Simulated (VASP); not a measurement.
# BP (I-4m2) in VASP: a series of runs, part 2 of 2

VASP 6.6.1. Earlier steps stand in the parts before.

### Step 3. Relaxation of the atoms, PBE (strained cell)

The input, INCAR:

```
SYSTEM = BP
  PREC = Accurate
  ENCUT = 450
  EDIFF = 1E-7
  ISMEAR = 0
  SIGMA = 0.02
  LREAL = .False.
  LASPH = .True.
  NELM = 120
  ALGO = Normal
  ISIF = 2
  LWAVE = .False.
  LCHARG = .False.
  GGA = PE
  IBRION = 2
  NSW = 60
  EDIFFG = -0.002
  GGA_COMPAT = .False.
  NELMIN = 4
```

The input, KPOINTS:

```
Automatic mesh
0
Gamma
  8 8 8
  0 0 0
```

The input, POSCAR:

```
BP
1.0
    0.0000000000      2.2685042206      2.3082852556
    2.2685042206      0.0000000000      2.3082852556
    2.2685042206      2.2685042206      0.0000000000
B P
1 1
Direct
    0.0000000000      0.0000000000      0.0000000000
    0.2500000000      0.2500000000      0.2500000000
```

Potentials or basis: VASP PAW PBE potentials, release 64 (B, P).

On the command line:

```bash
> cat potpaw_PBE.64/B/POTCAR potpaw_PBE.64/P/POTCAR > POTCAR
> mpirun -np 1 vasp_std > vasp.out
```

OUTCAR:

```text
SYSTEM = BP
   PREC = Accurate
   ENCUT = 450
   EDIFF = 1E-7
   ISMEAR = 0
   LREAL = .False.
   LASPH = .True.
   NELM = 120
   ISIF = 2
   GGA = PE
   IBRION = 2
   NSW = 60
   EDIFFG = -0.002
   NELMIN = 4

 ion  position               nearest neighbor table
   1  0.000  0.000  0.000-   2 1.98   2 1.98   2 1.98   2 1.98
   2  0.250  0.250  0.250-   1 1.98   1 1.98   1 1.98   1 1.98

  LATTYP: Found a body centered tetragonal cell.
 ALAT       =     3.2081494351
[... 448 lines left out ...]
      3       4.8859      2.00000
      4       5.0426      2.00000
      5      10.6837      0.00000
      6      12.8242      0.00000
      7      13.3888      0.00000
      8      15.0304      0.00000

 [... further k-points ...]
[... 5 lines left out ...]
  --------------------------------------------------------------------------------------
  -------------------------------------------------------------------------------------
  Total       -0.0251688     -0.0251688     -0.7215181      0.0000000     -0.0000000      0.0000000
  in kB       -1.6973640     -1.6973640    -48.6585502      0.0000000     -0.0000000      0.0000000
  external PRESSURE =     -17.3510927 kB  Pullay stress =       0.0000000 kB

 VOLUME and BASIS-vectors are now :
 -----------------------------------------------------------------------------
  energy-cutoff  :      450.00
  volume of cell :       23.76
      direct lattice vectors                 reciprocal lattice vectors
     0.000000000  2.268504221  2.308285256    -0.220409552  0.220409552  0.216611010
     2.268504221  0.000000000  2.308285256     0.220409552 -0.220409552  0.216611010
     2.268504221  2.268504221  0.000000000     0.220409552  0.220409552 -0.216611010

 POSITION                                       TOTAL-FORCE (eV/Angst)
 -----------------------------------------------------------------------------------
      0.00000      0.00000      0.00000         0.000000      0.000000      0.000000
      1.13425      1.13425      1.15414        -0.000000     -0.000000     -0.000000
 -----------------------------------------------------------------------------------
    total drift:                                0.000000      0.000000      0.000000

  FREE ENERGIE OF THE ION-ELECTRON SYSTEM (eV)
  ---------------------------------------------------
  free  energy   TOTEN  =       -12.9231107612 eV

  energy  without entropy=      -12.9231107612  energy(sigma->0) =      -12.92311076

 reached required accuracy - stopping structural energy minimisation
```

OSZICAR:

```text
N       E                     dE             d eps       ncg     rms          rms(c)
DAV:   1     0.745768995175E+01    0.74577E+01   -0.38021E+03   944   0.805E+02
DAV:   2    -0.133776924404E+02   -0.20835E+02   -0.20236E+02  1488   0.101E+02
DAV:   3    -0.135951576523E+02   -0.21747E+00   -0.21747E+00  1088   0.137E+01
DAV:   4    -0.135956889003E+02   -0.53125E-03   -0.53125E-03  1536   0.702E-01
DAV:   5    -0.135956891088E+02   -0.20857E-06   -0.20856E-06  1088   0.113E-02    0.704E+00
DAV:   6    -0.130162966620E+02    0.57939E+00   -0.15830E+00  1016   0.680E+00    0.384E+00
DAV:   7    -0.129305151833E+02    0.85781E-01   -0.24008E-01  1448   0.298E+00    0.128E+00
DAV:   8    -0.129225897745E+02    0.79254E-02   -0.27696E-02  1016   0.114E+00    0.208E-01
DAV:   9    -0.129228994281E+02   -0.30965E-03   -0.48725E-04  1376   0.200E-01    0.116E-01
DAV:  10    -0.129230998896E+02   -0.20046E-03   -0.29634E-04  1056   0.136E-01    0.272E-02
DAV:  11    -0.129231100327E+02   -0.10143E-04   -0.12862E-05  1360   0.311E-02    0.307E-02
DAV:  12    -0.129231108007E+02   -0.76805E-06   -0.31579E-06  1016   0.116E-02    0.576E-03
DAV:  13    -0.129231107612E+02    0.39519E-07   -0.70365E-08   864   0.231E-03
   1 F= -.12923111E+02 E0= -.12923111E+02  d E =-.129231E+02
```

CONTCAR:

```text
BP
   1.00000000000000
     0.0000000000000000    2.2685042206000001    2.3082852556000000
     2.2685042206000001    0.0000000000000000    2.3082852556000000
     2.2685042206000001    2.2685042206000001    0.0000000000000000
  B               P
     1     1
Direct
     0.0000000000000000    0.0000000000000000    0.0000000000000000
     0.2500000000000000    0.2500000000000000    0.2500000000000000

  0.00000000E+00  0.00000000E+00  0.00000000E+00
  0.00000000E+00  0.00000000E+00  0.00000000E+00
```

Run time: 16 s. Hardware: 1 thread of Intel Xeon 8259CL, shared host; peak memory 0.13 GiB.

Results:

- Free energy: -12.9231 eV
- Pressure after relaxing: -1.7 GPa
- Band gap on the k mesh: 1.16 eV (least direct gap 3.29 eV)

Stress tensor (GPa, compression positive):
```
-0.17  0.00  0.00
 0.00 -0.17  0.00
 0.00  0.00 -4.87
```

Final structure:
```yaml
crystal:
  lattice:
    - [0.00000, 2.26850, 2.30829]
    - [2.26850, 0.00000, 2.30829]
    - [2.26850, 2.26850, 0.00000]
  atoms:
    - { symbol: B, position: [0.00000, 0.00000, 0.00000] }
    - { symbol: P, position: [0.25000, 0.25000, 0.25000] }
```

Levels at points of the mesh, in eV from the valence-band top:
```csv
k point,band 1,band 2,band 3,band 4,band 5,band 6,band 7,band 8
"(0.00, 0.00, 0.00)",-15.37,-0.17,0.00,0.00,3.29,3.29,3.39,7.06
"(0.50, 0.00, 0.00)",-12.11,-8.97,-1.91,-1.68,3.58,4.60,4.73,10.01
"(0.50, 0.50, 0.00)",-10.71,-8.66,-3.99,-3.99,1.43,1.78,11.91,11.91
"(0.50, 0.00, 0.50)",-10.55,-8.50,-4.19,-4.15,1.24,1.54,11.72,12.07
```

Caveat: the cell differs from its parent crystal (strained cell). A k mesh can miss the band edges.
